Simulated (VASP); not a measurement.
# Sn2TeAs2 (C222) in VASP: relaxation of cell and atoms with PBE

Aim: the relaxation of cell and atoms of Sn2TeAs2 with PBE.

Everything below comes from runs of VASP 6.6.1. Logs are shortened: lines on timing, memory, paths and dates and some standing lists are left out, and cuts for length are marked.

## (1) The cell of the first run

Symmetry: C222, No. 21, orthorhombic system. Conventional cell: a = 6.124 Å, b = 6.504 Å, c = 8.472 Å, α = 90.00°, β = 90.00°, γ = 90.00°. Within 3.8 Å of Sn (site symmetry 2) lie 2 Te at 2.85 Å and 4 As at 2.85 to 3.32 Å. Te (site symmetry 222) has 4 Sn at 2.85 Å and 4 As at 3.06 to 3.25 Å within 3.8 Å. As (site symmetry 222) has 4 Sn at 3.32 Å and 6 As at 4.24 to 4.47 Å within 4.5 Å. As (site symmetry 222) has 4 Sn at 2.85 Å and 4 Te at 3.06 to 3.25 Å within 3.8 Å.

The cell was generated, and may not be a known phase.

## (2) Relaxation of cell and atoms, PBE

INCAR

```
PREC     = Accurate       # precision mode
ENCUT    = 600            # plane-wave cutoff, eV
EDIFF    = 1E-6           # SCF threshold, eV
ISMEAR   = 0              # smearing method
SIGMA    = 0.2            # smearing width, eV
LREAL    = False          # projectors in reciprocal space
LASPH    = True           # aspherical terms in the spheres
NELM     = 80             # most SCF steps
ALGO     = Normal         # electronic algorithm
ISIF     = 3              # what is computed and relaxed
LWAVE    = False          # write WAVECAR
LCHARG   = False          # write CHGCAR
GGA      = PE             # functional
IBRION   = 2              # ionic algorithm
NSW      = 36             # ionic steps
EDIFFG   = -0.08          # ionic threshold
```

KPOINTS

```
Automatic mesh
0
Gamma
  4 4 2
```

POSCAR

```
Sn2TeAs2
1.0
    3.0617663900     -3.2518837100      0.0000000000
    3.0617663900      3.2518837100      0.0000000000
    0.0000000000      0.0000000000      8.4718102000
Sn Te As
2 1 2
Direct
    0.0000000000      0.5000000000      0.2097575000
    0.5000000000      0.0000000000      0.7902425000
    0.5000000000      0.5000000000      0.0000000000
    0.0000000000      0.0000000000      0.5000000000
    0.0000000000      0.0000000000      0.0000000000
```

Potentials or basis: VASP PAW PBE potentials, release 64 (Sn_d, Te, As).

On the command line:

```console
$ cat potpaw_PBE.64/Sn_d/POTCAR potpaw_PBE.64/Te/POTCAR potpaw_PBE.64/As/POTCAR > POTCAR
$ mpirun -np 1 vasp_std > vasp.out
```

OUTCAR:

```text
PREC = Accurate
   ENCUT = 600
   EDIFF = 1E-6
   ISMEAR = 0
   LREAL = False
   LASPH = True
   NELM = 80
   ISIF = 3
   GGA = PE
   IBRION = 2
   NSW = 36
   EDIFFG = -0.08

 ion  position               nearest neighbor table
   1  0.000  0.500  0.210-   3 2.85   5 2.85   5 2.85   3 2.85   4 3.32   4 3.32
   2  0.500  0.000  0.790-   3 2.85   5 2.85   3 2.85   5 2.85   4 3.32   4 3.32
   3  0.500  0.500  0.000-   1 2.85   2 2.85   2 2.85   1 2.85   5 3.06   5 3.06   5 3.25   5 3.25

   4  0.000  0.000  0.500-   1 3.32   2 3.32   1 3.32   2 3.32
   5  0.000  0.000  0.000-   1 2.85   2 2.85   1 2.85   2 2.85   3 3.06   3 3.06   3 3.25   3 3.25

  LATTYP: Found a base centered orthorhombic cell.
 ALAT       =     6.1235327800
 B/A-ratio  =     1.0620939993
 C/A-ratio  =     1.3834840940

  Lattice vectors:

 A1 = (   3.0617663900,  -3.2518837100,   0.0000000000)
 A2 = (   3.0617663900,   3.2518837100,   0.0000000000)
 A3 = (   0.0000000000,   0.0000000000,   8.4718102000)

Analysis of symmetry for initial positions (statically):
=====================================================================
 Subroutine PRICEL returns:
 Original cell was already a primitive cell.

 Routine SETGRP: Setting up the symmetry group for a
 base centered orthorhombic supercell.

 Subroutine GETGRP returns: Found  4 space group operations
 (whereof  4 operations were pure point group operations)
 out of a pool of  8 trial point group operations.

The static configuration has the point symmetry D_2 .

Analysis of symmetry for dynamics (positions and initial velocities):
=====================================================================
 Subroutine PRICEL returns:
 Original cell was already a primitive cell.

 Routine SETGRP: Setting up the symmetry group for a
 base centered orthorhombic supercell.

 Subroutine GETGRP returns: Found  4 space group operations
 (whereof  4 operations were pure point group operations)
 out of a pool of  8 trial point group operations.

The dynamic configuration has the point symmetry D_2 .

 Subroutine INISYM returns: Found  4 space group operations
 (whereof  4 operations are pure point group operations),
 and found     1 'primitive' translations

----------------------------------------------------------------------------------------

                                     Primitive cell

  volume of cell :     168.6993

  direct lattice vectors                    reciprocal lattice vectors
     3.061766390 -3.251883710  0.000000000     0.163304425 -0.153757036  0.000000000
     3.061766390  3.251883710  0.000000000     0.163304425  0.153757036  0.000000000
     0.000000000  0.000000000  8.471810200     0.000000000  0.000000000  0.118038527

  length of vectors
     4.466448375  4.466448375  8.471810200     0.224297930  0.224297930  0.118038527

  position of ions in fractional coordinates (direct lattice)
     0.000000000  0.500000000  0.209757500
     0.500000000  0.000000000  0.790242500
     0.500000000  0.500000000  0.000000000
     0.000000000  0.000000000  0.500000000
     0.000000000  0.000000000  0.000000000

  ion indices of the primitive-cell ions
   primitive index   ion index
                 1           1
                 2           2
                 3           3
                 4           4
                 5           5

----------------------------------------------------------------------------------------

 KPOINTS: Automatic mesh

Automatic generation of k-mesh.
 Grid dimensions read from file:
 generate k-points for:    4    4    2

 Generating k-lattice:

  Cartesian coordinates                     Fractional coordinates (reciprocal lattice)
     0.040826106 -0.038439259  0.000000000     0.250000000  0.000000000  0.000000000
     0.040826106  0.038439259  0.000000000     0.000000000  0.250000000  0.000000000
     0.000000000  0.000000000  0.059019264     0.000000000  0.000000000  0.500000000

  Length of vectors
     0.056074482  0.056074482  0.059019264

  Shift w.r.t. Gamma in fractional coordinates (k-lattice)
     0.000000000  0.000000000  0.000000000

 Subroutine IBZKPT returns following result:
 ===========================================

 Found     14 irreducible k-points:

 Following reciprocal coordinates:
            Coordinates               Weight
  0.000000  0.000000  0.000000      1.000000
  0.250000  0.000000  0.000000      4.000000
  0.500000  0.000000  0.000000      2.000000
  0.250000  0.250000  0.000000      2.000000
  0.500000  0.250000  0.000000      4.000000
 -0.250000  0.250000  0.000000      2.000000
  0.500000  0.500000  0.000000      1.000000
  0.000000  0.000000  0.500000      1.000000
  0.250000  0.000000  0.500000      4.000000
  0.500000  0.000000  0.500000      2.000000
  0.250000  0.250000  0.500000      2.000000
  0.500000  0.250000  0.500000      4.000000
 -0.250000  0.250000  0.500000      2.000000
  0.500000  0.500000  0.500000      1.000000
   k-points           NKPTS =     14   k-points in BZ     NKDIM =     14   number of bands    NBANDS=     26
   number of dos      NEDOS =    301   number of ions     NIONS =      5
   total plane-waves  NPLWV =  90720
   dimension x,y,z NGX =    36 NGY =   36 NGZ =   70
   dimension x,y,z NGXF=    72 NGYF=   72 NGZF=  140
   ions per type =               2   1   2
   NGX,Y,Z   is equivalent  to a cutoff of  13.40, 13.40, 13.74 a.u.
   NGXF,Y,Z  is equivalent  to a cutoff of  26.80, 26.80, 27.47 a.u.
 SYSTEM =  unknown system
   PREC   = accura    normal or accurate (medium, high low for compatibility)
   ISTART =      0    job   : 0-new  1-cont  2-samecut
   ICHARG =      2    charge: 1-file 2-atom 10-const
   ISPIN  =      1    spin polarized calculation?
   LNONCOLLINEAR =      F non collinear calculations
   LSORBIT =      F    spin-orbit coupling
   LASPH  =      T    aspherical Exc in radial PAW
   ENCUT  =  600.0 eV  44.10 Ry    6.64 a.u.   8.92  8.92 16.92*2*pi/ulx,y,z
   NELM   =     80;   NELMIN=  2; NELMDL= -5     # of ELM steps
   EDIFF  = 0.1E-05   stopping-criterion for ELM
   LREAL  =      F    real-space projection
   EDIFFG = -.8E-01   stopping-criterion for IOM
   NSW    =     36    number of steps for IOM
   IBRION =      2    ionic relax: 0-MD 1-quasi-New 2-CG
   NFREE  =      1    steps in history (QN), initial steepest desc. (CG)
   ISIF   =      3    stress and relaxation
   ISYM   =      2    0-nonsym 1-usesym 2-fastsym
   POTIM  = 0.5000    time-step for ionic-motion
   TEBEG  =    0.0;   TEEND  =   0.0 temperature during run
   PSTRESS=    0.0 pullay stress
   NELECT =      44.0000    total number of electrons
   NUPDOWN=      -1.0000    fix difference up-down
   EMIN   =  10.00;   EMAX   =-10.00  energy-range for DOS
   EFERMI =   0.00;   METHOD = LEGACY
   ISMEAR =     0;   SIGMA  =   0.20  broadening in eV -4-tet -1-fermi 0-gaus
   EFERMI_NEDOS =   21; number of points for ismear=-14 and -15
   IALGO  =     38    algorithm
   IMIX   =      4    mixing-type and parameters
     AMIX     =   0.40;   BMIX     =  1.00
     AMIX_MAG =   1.60;   BMIX_MAG =  1.00
  volume/ion in A,a.u.               =      33.74       227.69
  Fermi-wavevector in a.u.,A,eV,Ry     =   1.045975  1.976606 14.885640  1.094064
  Thomas-Fermi vector in A             =   2.180794
   LORBIT       =      0    0 simple, 1 ext, 2 COOP (PROOUT), +10 PAW based schemes
   GGA     = PE    functional components
   LHFCALC =     F    Hartree Fock is set to
   AEXX    =    0.0000 exact exchange contribution
   IVDW    =     0    specifies the selected vdW correction
   LEPSILON=     F    determine dielectric tensor
   LRPA    =     F    only Hartree local field effects (RPA)
 conjugate gradient relaxation of ions
 non-spin polarized calculation
 Gauss-broadening in eV      SIGMA  =   0.20
  energy-cutoff  :      600.00
  volume of cell :      168.70
 maximum number of plane-waves:      5662
   NGX = 17   NGY = 17   NGZ = 33

--------------------------------------- Ionic step        1  -------------------------------------------

 number of electron      43.9999988 magnetization

 Free energy of the ion-electron system (eV)
  ---------------------------------------------------
  ext. energy  EPLUGINS =         0.00000000
  ---------------------------------------------------
  free energy    TOTEN  =       -17.06959788 eV

  energy without entropy =      -16.94744809  energy(sigma->0) =      -17.00852298

------------------------ aborting loop because EDIFF is reached ----------------------------------------

  FORCE on cell =-STRESS in cart. coord.  units (eV):
  Direction    XX          YY          ZZ          XY          YZ          ZX
  --------------------------------------------------------------------------------------
  -------------------------------------------------------------------------------------
  Total        4.4627956      4.9920266      2.3363110      0.0000000      0.0000000      0.0000000
  in kB       42.3842308     47.4104633     22.1885013      0.0000000      0.0000000      0.0000000
  external PRESSURE =      37.3277318 kB  Pullay stress =       0.0000000 kB
[... 98 lines left out ...]
  FREE ENERGIE OF THE ION-ELECTRON SYSTEM (eV)
  ---------------------------------------------------
  free  energy   TOTEN  =       -17.6024092413 eV

  energy  without entropy=      -17.4732429797  energy(sigma->0) =      -17.53782611

 E-fermi :   5.2293     XC(G=0):  -9.1416

 val. band max:        5.1989949752   @ k =   0.2500   0.2500   0.5000
 cond. band min:       5.2471702641   @ k =   0.2500   0.0000   0.5000
 fundamental gap:      0.0481752889
 Fermi energy:         5.2293291755

 k-point     1 :       0.0000    0.0000    0.0000
  band No.  band energies     occupation
      1     -16.4017      2.00000
      2     -16.3973      2.00000
      3     -16.3689      2.00000
      4     -16.3688      2.00000
      5     -16.3478      2.00000
      6     -16.3472      2.00000
[... 395 lines left out ...]
     25       7.3624      0.00000
     26       7.3897      0.00000

[... ionic steps 4 to 27 ...]

--------------------------------------- Ionic step       28  -------------------------------------------

 number of electron      44.0000000 magnetization

------------------------ aborting loop because EDIFF is reached ----------------------------------------

  FORCE on cell =-STRESS in cart. coord.  units (eV):
  Direction    XX          YY          ZZ          XY          YZ          ZX
  --------------------------------------------------------------------------------------
  -------------------------------------------------------------------------------------
  Total        0.1817738     -0.4235000      0.4402011      0.0000000      0.0000000      0.0000000
  in kB        1.9043897     -4.4368827      4.6118551      0.0000000      0.0000000      0.0000000
  external PRESSURE =       0.6931207 kB  Pullay stress =       0.0000000 kB
[... 63 lines left out ...]
  energy  without entropy=      -19.2047676439  energy(sigma->0) =      -19.23530055

--------------------------------------- Ionic step       30  -------------------------------------------

 number of electron      44.0000007 magnetization

 Free energy of the ion-electron system (eV)
  ---------------------------------------------------
  ext. energy  EPLUGINS =         0.00000000
  ---------------------------------------------------
  free energy    TOTEN  =       -19.26950151 eV

  energy without entropy =      -19.21336421  energy(sigma->0) =      -19.24143286

 E-fermi :   5.0387     XC(G=0):  -9.0810

 val. band max:        4.9999785075   @ k =   0.5000   0.2500   0.5000
 cond. band min:       5.0680520614   @ k =   0.5000   0.0000   0.0000
 fundamental gap:      0.0680735539
 Fermi energy:         5.0387258907

 k-point     1 :       0.0000    0.0000    0.0000
  band No.  band energies     occupation
      1     -16.5390      2.00000
      2     -16.5328      2.00000
      3     -16.4960      2.00000
      4     -16.4960      2.00000
      5     -16.4858      2.00000
      6     -16.4849      2.00000
[... 427 lines left out ...]
  FREE ENERGIE OF THE ION-ELECTRON SYSTEM (eV)
  ---------------------------------------------------
  free  energy   TOTEN  =       -19.2695015116 eV

  energy  without entropy=      -19.2133642112  energy(sigma->0) =      -19.24143286

 reached required accuracy - stopping structural energy minimisation
```

Wall time 40 min (1 thread of Intel Xeon 8259CL, shared host); peak memory 0.36 GiB.

Results:

* Free energy: -19.2695 eV
* Relaxed volume: 30.65 Å³/atom
* Relaxed cell: a = 4.111 Å, b = 4.111 Å, c = 9.067 Å, α = 90.00°, β = 90.00°, γ = 90.03°
* Space group after relaxing (to 0.1 Å): P-4m2 (No. 115)
* Energy gained by relaxing: 440.0 meV/atom
* Ionic steps: 30
* Pressure after relaxing: -0.1 GPa
* Largest force after relaxing: 0.040 eV/Å
* Band gap on the k mesh: zero (bands 22 and 23 overlap by 1.79 eV)

Forces in eV/Å, atoms in the order of the input:
```
Sn   0.000  0.000 -0.040
Sn   0.000  0.000  0.040
Te   0.000  0.000  0.000
As   0.000  0.000  0.000
As   0.000  0.000  0.000
```

The path:
| step | energy change (eV) | largest force (eV/Å) | pressure (GPa) | volume (Å³) |
| --- | --- | --- | --- | --- |
| 1 | 0.0000 | 2.5095 | 3.73 | 168.70 |
| 2 | -0.5317 | 1.1702 | -2.05 | 188.60 |
| 3 | -0.5328 | 1.1292 | -2.23 | 189.45 |
| 4 | -0.8846 | 1.2546 | -2.21 | 181.76 |
| 5 | -1.6524 | 0.8016 | -0.05 | 159.52 |
| 6 | -1.6497 | 0.2608 | 2.40 | 150.00 |
| 7 | -1.6828 | 0.5137 | 1.24 | 154.07 |
| 8 | -1.7853 | 0.3745 | 0.05 | 156.65 |
| 9 | -1.7925 | 0.2056 | 0.17 | 156.17 |
| 10 | -1.8701 | 0.1864 | -0.23 | 157.40 |
| 11 | -1.9301 | 0.0586 | -0.76 | 158.91 |
| 12 | -1.9837 | 0.1698 | -0.03 | 155.54 |
| 13 | -2.0273 | 0.7841 | 1.78 | 148.37 |
| 14 | -2.0286 | 0.5742 | 1.08 | 151.10 |
| 15 | -2.0324 | 0.6637 | 1.36 | 149.97 |
| 16 | -2.0534 | 0.7253 | 1.34 | 149.68 |
| 17 | -2.0623 | 0.7952 | 1.34 | 149.32 |
| 18 | -2.0845 | 0.7290 | 0.96 | 150.48 |
| 19 | -2.1271 | 0.5449 | -0.11 | 154.01 |
| 20 | -2.1179 | 0.2379 | -1.87 | 161.23 |
| 21 | -2.1377 | 0.4032 | -0.93 | 157.10 |
| 22 | -2.1535 | 0.3120 | -0.70 | 156.18 |
| 23 | -2.1727 | 0.0485 | -0.01 | 153.80 |
| 24 | -2.1728 | 0.0288 | 0.07 | 153.63 |
| 25 | -2.1789 | 0.0163 | 0.04 | 153.52 |
| 26 | -2.1924 | 0.0336 | 0.05 | 153.16 |
| 27 | -2.1844 | 0.2132 | 0.28 | 152.29 |
| 28 | -2.1959 | 0.0771 | 0.07 | 152.93 |
| 29 | -2.1962 | 0.0973 | 0.09 | 152.82 |
| 30 | -2.1999 | 0.0397 | -0.13 | 153.27 |

Final structure:
```xyz
5
Lattice="2.9064 -2.9079 0.0000 2.9064 2.9079 0.0000 0.0000 0.0000 9.0673" Properties=species:S:1:pos:R:3 pbc="T T T"
Sn    1.4532    1.4540    2.7372
Sn    1.4532   -1.4540    6.3301
Te    2.9064    0.0000    0.0000
As    0.0000    0.0000    4.5336
As    0.0000    0.0000    0.0000
```

Levels at points of the mesh, in eV from the Fermi level:
| k point | band 20 | band 21 | band 22 | band 23 | band 24 | band 25 |
| --- | --- | --- | --- | --- | --- | --- |
| (0.00, 0.00, 0.00) | -1.54 | 0.46 | 0.92 | 1.40 | 1.70 | 1.70 |
| (0.50, 0.00, 0.00) | -1.42 | -0.99 | -0.90 | -0.86 | -0.43 | 0.03 |
| (0.50, 0.50, 0.00) | -1.71 | -1.71 | -1.10 | -0.79 | 1.40 | 1.55 |
| (0.00, 0.00, 0.50) | -1.62 | -0.46 | 0.46 | 1.94 | 2.16 | 2.23 |
| (0.50, 0.00, 0.50) | -1.38 | -1.28 | -0.92 | -0.54 | 0.26 | 1.85 |
| (0.50, 0.50, 0.50) | -1.86 | -1.54 | -1.54 | -0.16 | 0.24 | 2.26 |

Caveat: the k points lie up to 0.38 Å⁻¹ apart in the final cell, too coarse for converged energies and pressures of a metal; spin-orbit coupling is left out, which moves the levels of the heavy elements; the relaxation stopped at a loose force limit of 0.08 eV/Å, so its end isn't a converged minimum.

The gap in the log of VASP goes by the Fermi energy; the results here count the filled bands.